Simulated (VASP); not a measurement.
# BaY (P4/mmm) in VASP: a series of runs

BaY is run at these levels: PBE; tasks: single point.

Everything below comes from runs of VASP 6.6.1. Logs are shortened: lines on timing, memory, paths and dates and some standing lists are left out, and cuts for length are marked.

### 1 The cell of the first run

The structure is tetragonal, space group P4/mmm (No. 123). Conventional cell: a = 4.256 Å, b = 4.256 Å, c = 4.475 Å, α = 90.00°, β = 90.00°, γ = 90.00°. Ba (site symmetry 4/mmm) has 8 Y at 3.75 Å and 6 Ba at 4.26 to 4.48 Å within 4.9 Å. Y (site symmetry 4/mmm) has 8 Ba at 3.75 Å and 6 Y at 4.26 to 4.48 Å within 4.9 Å.

### 2 Single point, PBE

File INCAR:

```
SYSTEM = BaY
PREC = Accurate
ENCUT = 520
EDIFF = 1E-6
ISMEAR = -1
SIGMA = 0.05
LREAL = .FALSE.
LASPH = .TRUE.
NELM = 100
ALGO = Fast
ISIF = 2
LWAVE = .FALSE.
LCHARG = .FALSE.
GGA = PE
NBANDS = 18
```

File KPOINTS:

```
Automatic mesh
0
G
  6 6 6
  0 0 0
```

File POSCAR:

```
BaY
1.0
    4.2556898000      0.0000000000      0.0000000000
    0.0000000000      4.2556898000      0.0000000000
    0.0000000000      0.0000000000      4.4754226500
Ba Y
1 1
Direct
    0.0000000000      0.0000000000      0.0000000000
    0.5000000000      0.5000000000      0.5000000000
```

Potentials or basis: VASP PAW PBE potentials, release 64 (Ba_sv, Y_sv).

Launch:

```sh
cat potpaw_PBE.64/Ba_sv/POTCAR potpaw_PBE.64/Y_sv/POTCAR > POTCAR
mpirun -np 1 vasp_std > vasp.out
```

OUTCAR:

```text
SYSTEM = BaY
   PREC = Accurate
   ENCUT = 520
   EDIFF = 1E-6
   ISMEAR = -1
   LREAL = .FALSE.
   LASPH = .TRUE.
   NELM = 100
   ISIF = 2
   GGA = PE

 ion  position               nearest neighbor table
   1  0.000  0.000  0.000-   2 3.75   2 3.75   2 3.75   2 3.75   2 3.75   2 3.75   2 3.75   2 3.75

   2  0.500  0.500  0.500-   1 3.75   1 3.75   1 3.75   1 3.75   1 3.75   1 3.75   1 3.75   1 3.75

  LATTYP: Found a simple tetragonal cell.
 ALAT       =     4.2556898000
 C/A-ratio  =     1.0516327224

  Lattice vectors:

 A1 = (   4.2556898000,   0.0000000000,   0.0000000000)
 A2 = (   0.0000000000,   4.2556898000,   0.0000000000)
 A3 = (   0.0000000000,   0.0000000000,   4.4754226500)

Analysis of symmetry for initial positions (statically):
=====================================================================
 Subroutine PRICEL returns:
 Original cell was already a primitive cell.

 Routine SETGRP: Setting up the symmetry group for a
 simple tetragonal supercell.

 Subroutine GETGRP returns: Found 16 space group operations
 (whereof 16 operations were pure point group operations)
 out of a pool of 16 trial point group operations.

The static configuration has the point symmetry D_4h.

Analysis of symmetry for dynamics (positions and initial velocities):
=====================================================================
 Subroutine PRICEL returns:
 Original cell was already a primitive cell.

 Routine SETGRP: Setting up the symmetry group for a
 simple tetragonal supercell.

 Subroutine GETGRP returns: Found 16 space group operations
 (whereof 16 operations were pure point group operations)
 out of a pool of 16 trial point group operations.

The dynamic configuration has the point symmetry D_4h.

 Subroutine INISYM returns: Found 16 space group operations
 (whereof 16 operations are pure point group operations),
 and found     1 'primitive' translations

----------------------------------------------------------------------------------------

                                     Primitive cell

  volume of cell :      81.0539

  direct lattice vectors                    reciprocal lattice vectors
     4.255689800  0.000000000  0.000000000     0.234979533  0.000000000  0.000000000
     0.000000000  4.255689800  0.000000000     0.000000000  0.234979533  0.000000000
     0.000000000  0.000000000  4.475422650     0.000000000  0.000000000  0.223442584

  length of vectors
     4.255689800  4.255689800  4.475422650     0.234979533  0.234979533  0.223442584

  position of ions in fractional coordinates (direct lattice)
     0.000000000  0.000000000  0.000000000
     0.500000000  0.500000000  0.500000000

  ion indices of the primitive-cell ions
   primitive index   ion index
                 1           1
                 2           2

----------------------------------------------------------------------------------------

 KPOINTS: Automatic mesh

Automatic generation of k-mesh.
 Grid dimensions read from file:
 generate k-points for:    6    6    6

 Generating k-lattice:

  Cartesian coordinates                     Fractional coordinates (reciprocal lattice)
     0.039163255  0.000000000  0.000000000     0.166666667  0.000000000  0.000000000
     0.000000000  0.039163255  0.000000000     0.000000000  0.166666667  0.000000000
     0.000000000  0.000000000  0.037240431     0.000000000  0.000000000  0.166666667

  Length of vectors
     0.039163255  0.039163255  0.037240431

  Shift w.r.t. Gamma in fractional coordinates (k-lattice)
     0.000000000  0.000000000  0.000000000

 Subroutine IBZKPT returns following result:
 ===========================================

 Found     40 irreducible k-points:

 Following reciprocal coordinates:
            Coordinates               Weight
  0.000000  0.000000  0.000000      1.000000
  0.166667  0.000000  0.000000      4.000000
  0.333333  0.000000  0.000000      4.000000
  0.500000  0.000000  0.000000      2.000000
  0.166667  0.166667  0.000000      4.000000
  0.333333  0.166667  0.000000      8.000000
[... 16 lines left out ...]
  0.333333  0.000000  0.333333      8.000000
  0.500000  0.000000  0.333333      4.000000
 [... further k-points ...]
   k-points           NKPTS =     40   k-points in BZ     NKDIM =     40   number of bands    NBANDS=     18
   number of dos      NEDOS =    301   number of ions     NIONS =      2
   total plane-waves  NPLWV =  36864
   dimension x,y,z NGX =    32 NGY =   32 NGZ =   36
   dimension x,y,z NGXF=    64 NGYF=   64 NGZF=   72
   ions per type =               1   1
   NGX,Y,Z   is equivalent  to a cutoff of  12.50, 12.50, 13.37 a.u.
   NGXF,Y,Z  is equivalent  to a cutoff of  25.00, 25.00, 26.75 a.u.
 SYSTEM =  BaY
   PREC   = accura    normal or accurate (medium, high low for compatibility)
   ISTART =      0    job   : 0-new  1-cont  2-samecut
   ICHARG =      2    charge: 1-file 2-atom 10-const
   ISPIN  =      1    spin polarized calculation?
   LNONCOLLINEAR =      F non collinear calculations
   LSORBIT =      F    spin-orbit coupling
   LASPH  =      T    aspherical Exc in radial PAW
   ENCUT  =  520.0 eV  38.22 Ry    6.18 a.u.   7.91  7.91  8.32*2*pi/ulx,y,z
   NELM   =    100;   NELMIN=  2; NELMDL= -5     # of ELM steps
   EDIFF  = 0.1E-05   stopping-criterion for ELM
   LREAL  =      F    real-space projection
   EDIFFG = 0.1E-04   stopping-criterion for IOM
   NSW    =      0    number of steps for IOM
   IBRION =     -1    ionic relax: 0-MD 1-quasi-New 2-CG
   NFREE  =      0    steps in history (QN), initial steepest desc. (CG)
   ISIF   =      2    stress and relaxation
   ISYM   =      2    0-nonsym 1-usesym 2-fastsym
   POTIM  = 0.5000    time-step for ionic-motion
   TEBEG  =    0.0;   TEEND  =   0.0 temperature during run
   PSTRESS=    0.0 pullay stress
   NELECT =      21.0000    total number of electrons
   NUPDOWN=      -1.0000    fix difference up-down
   EMIN   =  10.00;   EMAX   =-10.00  energy-range for DOS
   EFERMI =   0.00;   METHOD = LEGACY
   ISMEAR =    -1;   SIGMA  =   0.05  broadening in eV -4-tet -1-fermi 0-gaus
   EFERMI_NEDOS =   21; number of points for ismear=-14 and -15
   IALGO  =     68    algorithm
   IMIX   =      4    mixing-type and parameters
     AMIX     =   0.40;   BMIX     =  1.00
     AMIX_MAG =   1.60;   BMIX_MAG =  1.00
  volume/ion in A,a.u.               =      40.53       273.49
  Fermi-wavevector in a.u.,A,eV,Ry     =   1.043654  1.972220 14.819656  1.089214
  Thomas-Fermi vector in A             =   2.178373
   LORBIT       =      0    0 simple, 1 ext, 2 COOP (PROOUT), +10 PAW based schemes
   GGA     = PE    functional components
   LHFCALC =     F    Hartree Fock is set to
   AEXX    =    0.0000 exact exchange contribution
   IVDW    =     0    specifies the selected vdW correction
   LEPSILON=     F    determine dielectric tensor
   LRPA    =     F    only Hartree local field effects (RPA)
 non-spin polarized calculation
 RMM-DIIS sequential band-by-band and
  energy-cutoff  :      520.00
  volume of cell :       81.05
 maximum number of plane-waves:      2200
 NGX is ok and might be reduce to    32
   NGX = 15   NGY = 15   NGZ = 17

 number of electron      21.0000001 magnetization

 Free energy of the ion-electron system (eV)
  ---------------------------------------------------
  ext. energy  EPLUGINS =         0.00000000
  ---------------------------------------------------
  free energy    TOTEN  =        -7.64853648 eV

  energy without entropy =       -7.62135871  energy(sigma->0) =       -7.63494760

 E-fermi :   2.7450     XC(G=0):  -8.8048

 val. band max:        2.7105044299   @ k =   0.3333   0.3333   0.3333
 cond. band min:       2.7598771734   @ k =   0.3333   0.3333   0.3333
 fundamental gap:      0.0493727436
 Fermi energy:         2.7450066451

 k-point     1 :       0.0000    0.0000    0.0000
  band No.  band energies     occupation
      1     -40.7463      2.00000
      2     -25.1018      2.00000
      3     -20.7106      2.00000
      4     -20.6689      2.00000
      5     -20.6689      2.00000
      6     -10.2755      2.00000
[... 10 lines left out ...]
     17       7.8261      0.00000
     18       8.5847      0.00000

 k-point     2 :       0.1667    0.0000    0.0000
  band No.  band energies     occupation
      1     -40.7458      2.00000
      2     -25.0960      2.00000
      3     -20.7090      2.00000
      4     -20.6795      2.00000
      5     -20.6675      2.00000
      6     -10.3257      2.00000
[... 10 lines left out ...]
     17       6.5732      0.00000
     18       6.9173      0.00000

 k-point     3 :       0.3333    0.0000    0.0000
  band No.  band energies     occupation
      1     -40.7447      2.00000
      2     -25.0842      2.00000
      3     -20.7059      2.00000
      4     -20.7006      2.00000
      5     -20.6647      2.00000
      6     -10.5635      2.00000
[... 10 lines left out ...]
     17       5.6908      0.00000
     18       6.1650      0.00000

 k-point     4 :       0.5000    0.0000    0.0000
  band No.  band energies     occupation
      1     -40.7442      2.00000
      2     -25.0782      2.00000
      3     -20.7111      2.00000
      4     -20.7044      2.00000
      5     -20.6633      2.00000
      6     -10.6758      2.00000
[... 375 lines left out ...]
      4     -20.6790      2.00000
      5     -20.6650      2.00000
      6     -10.5093      2.00000
[... 10 lines left out ...]
     17       6.2493      0.00000
     18       6.3795      0.00000

 k-point    23 :       0.3333    0.0000    0.3333
  band No.  band energies     occupation
      1     -40.7440      2.00000
      2     -25.0718      2.00000
      3     -20.7281      2.00000
      4     -20.7046      2.00000
      5     -20.6625      2.00000
      6     -10.5162      2.00000
[... 10 lines left out ...]
     17       6.3649      0.00000
     18       7.1942      0.00000

 k-point    24 :       0.5000    0.0000    0.3333
  band No.  band energies     occupation
      1     -40.7435      2.00000
      2     -25.0644      2.00000
      3     -20.7289      2.00000
      4     -20.7177      2.00000
      5     -20.6613      2.00000
      6     -10.6112      2.00000
[... 10 lines left out ...]
     17       6.0902      0.00000
     18       7.8717      0.00000

 [... further k-points ...]
[... 5 lines left out ...]
  --------------------------------------------------------------------------------------
  -------------------------------------------------------------------------------------
  Total        0.7894780      0.7894780      0.5984477      0.0000000      0.0000000      0.0000000
  in kB       15.6054615     15.6054615     11.8294018      0.0000000      0.0000000      0.0000000
  external PRESSURE =      14.3467749 kB  Pullay stress =       0.0000000 kB

 VOLUME and BASIS-vectors are now :
 -----------------------------------------------------------------------------
  energy-cutoff  :      520.00
  volume of cell :       81.05
      direct lattice vectors                 reciprocal lattice vectors
     4.255689800  0.000000000  0.000000000     0.234979533  0.000000000  0.000000000
     0.000000000  4.255689800  0.000000000     0.000000000  0.234979533  0.000000000
     0.000000000  0.000000000  4.475422650     0.000000000  0.000000000  0.223442584

 POSITION                                       TOTAL-FORCE (eV/Angst)
 -----------------------------------------------------------------------------------
      0.00000      0.00000      0.00000         0.000000      0.000000      0.000000
      2.12784      2.12784      2.23771         0.000000      0.000000      0.000000
 -----------------------------------------------------------------------------------
    total drift:                                0.000000      0.000000     -0.000000

  FREE ENERGIE OF THE ION-ELECTRON SYSTEM (eV)
  ---------------------------------------------------
  free  energy   TOTEN  =        -7.6485364800 eV

  energy  without entropy=       -7.6213587110  energy(sigma->0) =       -7.63494760
```

Run time: 2.3 min. Hardware: 1 thread of Intel Xeon 6975P-C, shared host; peak memory 0.25 GiB.

Results:

| Item | Value |
| --- | --- |
| Free energy | -7.6485 eV |
| Pressure | 1.4 GPa |

Stress tensor (GPa, compression positive):
```
1.56 0.00 0.00
0.00 1.56 0.00
0.00 0.00 1.18
```

Caveat: spin-orbit coupling is left out, which moves the levels of the heavy elements.

[end of part 1 of 2]
